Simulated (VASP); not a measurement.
## BaTiO3: single point with PBEsol

The system is BaTiO3.

```
Ba Ti O
1.0
     4.00600    0.00000    0.00000
     0.00000    4.00600    0.00000
     0.00000    0.00000    4.00600
Ba Ti O
1 1 3
Direct
  0.50000 0.50000 0.50000
  0.00000 0.00000 0.00000
  0.00000 0.00000 0.50000
  0.00000 0.50000 0.00000
  0.50000 0.00000 0.00000
```

```yaml
Program: VASP 6.6.1
Task: single point
Functional: PBEsol
Potentials_or_basis: VASP PAW PBE potentials, release 64 (Ba_sv, Ti_sv, O_h)
Cutoff: 910 eV
k_mesh: 6 × 6 × 6
Occupations: gaussian, width 0.01 eV
Spin: no spin polarisation
Dipole_correction: no
Second_run: hard_potentials
Further_INCAR_settings: ALGO = Normal; EDIFF = 1e-06; NBANDS = 28
```

```json
{"Pressure": "-3.1 GPa", "Band gap on the k mesh": "1.70 eV, indirect (least direct gap 1.84 eV)"}
```

Levels at points of the mesh, in eV from the valence-band top:
```
           k point  band 18  band 19  band 20  band 21  band 22  band 23
(0.00, 0.00, 0.00)    -0.14    -0.14    -0.14     1.70     1.70     1.70
(0.50, 0.00, 0.00)    -1.85    -0.72    -0.72     1.86     3.48     3.48
(0.50, 0.50, 0.00)    -0.88    -0.88    -0.09     3.49     3.49     3.90
(0.50, 0.50, 0.50)     0.00     0.00     0.00     4.16     4.16     4.16
```

It took 97 s on 1 thread of Intel(R) Xeon(R) Platinum 8259CL CPU @ 2.50GHz (Skylake/Cascade Lake) (shared host), peak memory 0.29 GiB.

Caveat: the cutoff is under 1.25 times the usual one of these potentials, so pressure, stress and relaxed cells hold a basis-set (Pulay) error; the PAW data sets were made with another functional, which shifts forces and pressure a little; spin-orbit coupling is left out, which moves the levels of the heavy elements. A hybrid or GW would open this gap; PBEsol tends to underestimate it.
